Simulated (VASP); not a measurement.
The system is SrPrI.

```
CELL_PARAMETERS angstrom
5.15196 0.00000 0.00000
-2.57598 4.46173 0.00000
0.00000 0.00000 4.88330
ATOMIC_POSITIONS crystal
Sr 0.00000 0.00000 0.00000
Pr 0.66667 0.33333 0.50000
I 0.33333 0.66667 0.00000
```

The cell was generated, and may not be a known phase.

- Program: VASP 6.6.1
- Task: relaxation of cell and atoms
- Functional: PBE
- Potentials or basis: VASP PAW PBE potentials, release 64 (Sr_sv, Pr_3, I), 4f in core
- Cutoff: 500 eV
- k mesh: 6 × 6 × 4
- Occupations: gaussian, width 0.1 eV
- Spin: no spin polarisation

At the start: pressure 4.8 GPa; volume 37.42 Å³/atom.

Q: Where does the relaxation end?

A: Over 10 steps the energy falls by 225.4 meV/atom and the volume is 41.22 Å³/atom (+10.2 %); space group P-6m2 (No. 187, to 0.1 Å) before and after.

Step by step:
| step | energy change (eV) | largest force (eV/Å) | pressure (GPa) | volume (Å³) |
| --- | --- | --- | --- | --- |
| 1 | 0.0000 | 0.0000 | 4.82 | 112.25 |
| 2 | -0.4832 | 0.0000 | -0.33 | 131.16 |
| 3 | -0.4955 | 0.0000 | -1.19 | 136.91 |
| 4 | -0.4965 | 0.0000 | -1.02 | 135.63 |
| 5 | -0.5789 | 0.0000 | -0.81 | 131.84 |
| 6 | -0.6599 | 0.0000 | 0.62 | 119.74 |
| 7 | -0.6742 | 0.0000 | 0.02 | 123.91 |
| 8 | -0.6756 | 0.0000 | 0.15 | 122.97 |
| 9 | -0.6756 | 0.0000 | 0.19 | 122.71 |
| 10 | -0.6762 | 0.0000 | 0.02 | 123.67 |

Final structure:
```
Sr Pr I
1.0
     5.83742    0.00000    0.00000
    -2.91871    5.05536    0.00000
     0.00000    0.00000    4.19089
Sr Pr I
1 1 1
Direct
  0.00000 0.00000 0.00000
  0.66667 0.33333 0.50000
  0.33333 0.66667 0.00000
```

Caveat: the run has no spin polarisation, though such a crystal can be magnetic.
